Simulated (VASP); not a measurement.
Wanted: the native input for a VASP 6.6.1 run.

```
Task                   : single point
Functional             : r2SCAN
Potentials or basis    : VASP PAW PBE potentials, release 64 (Sn_d, Se)
Cutoff                 : 520 eV
k mesh                 : 6 × 6 × 6
Occupations            : methfessel-paxton, width 0.05 eV
Spin                   : no spin polarisation
Dipole correction      : no
Further INCAR settings : ALGO = Normal; EDIFF = 1e-06; NBANDS = 20
```

SnSe2:

```
Sn Se
1.0
     1.91229    1.10406    6.33509
    -1.91229    1.10406    6.33509
     0.00000   -2.20812    6.33509
Sn Se
1 2
Cartesian
  0.0000 0.0000 0.0000
  0.0000 0.0000 4.7619
  0.0000 0.0000 14.2434
```

The input as run:

POSCAR

```
SnSe2
1.0
    1.9122916090      1.1040620752      6.3350940106
   -1.9122916090      1.1040620752      6.3350940106
    0.0000000000     -2.2081241505      6.3350940106
Sn Se
1 2
Direct
    0.0000000000      0.0000000000      0.0000000000
    0.2505568934      0.2505568934      0.2505568934
    0.7494431066      0.7494431066      0.7494431066
```

INCAR.step1

```
SYSTEM = SnSe2
PREC     = Accurate       ! precision mode
ENCUT    = 520            ! plane-wave cutoff, eV
ISMEAR   = 1              ! smearing method
SIGMA    = 0.05           ! smearing width, eV
LREAL    = .False.        ! projectors in reciprocal space
LASPH    = .True.         ! aspherical terms in the spheres
NELM     = 100            ! most SCF steps
NBANDS   = 20             ! bands
GGA      = PE             ! functional
ALGO     = Normal         ! electronic algorithm
EDIFF    = 1E-4           ! SCF threshold, eV
LWAVE    = .True.         ! write WAVECAR
LCHARG   = .False.        ! write CHGCAR
```

INCAR.step2

```
SYSTEM = SnSe2
PREC     = Accurate       ! precision mode
ENCUT    = 520            ! plane-wave cutoff, eV
EDIFF    = 1E-6           ! SCF threshold, eV
ISMEAR   = 1              ! smearing method
SIGMA    = 0.05           ! smearing width, eV
LREAL    = .False.        ! projectors in reciprocal space
LASPH    = .True.         ! aspherical terms in the spheres
NELM     = 100            ! most SCF steps
ALGO     = Normal         ! electronic algorithm
ISIF     = 2              ! what is computed and relaxed
LWAVE    = .False.        ! write WAVECAR
LCHARG   = .False.        ! write CHGCAR
METAGGA  = R2SCAN         ! meta-GGA
LMIXTAU  = .True.       
NBANDS   = 20             ! bands
ISTART   = 1
```

KPOINTS

```
regular mesh
0
Gamma
  6 6 6
  0 0 0
```

Potentials or basis: VASP PAW PBE potentials, release 64 (Sn_d, Se).

Launch:

```bash
$ cat potpaw_PBE.64/Sn_d/POTCAR potpaw_PBE.64/Se/POTCAR > POTCAR
$ cp INCAR.step1 INCAR
$ mpirun -np 1 vasp_std > vasp.out
$ cp INCAR.step2 INCAR
$ mpirun -np 1 vasp_std > vasp.out
```

Results of the run:

```
Pressure               : 1.0 GPa
Largest force          : 0.021 eV/Å
Band gap on the k mesh : 0.58 eV, indirect (least direct gap 0.82 eV)
```

Caveat: the PAW data sets were made with another functional, which shifts forces and pressure a little; spin-orbit coupling is left out, which moves the levels of the heavy elements.

Wall time 7.8 min on 1 thread of AMD EPYC 7R13 Processor (Zen 3), with other jobs on the host, peak memory 0.37 GiB.
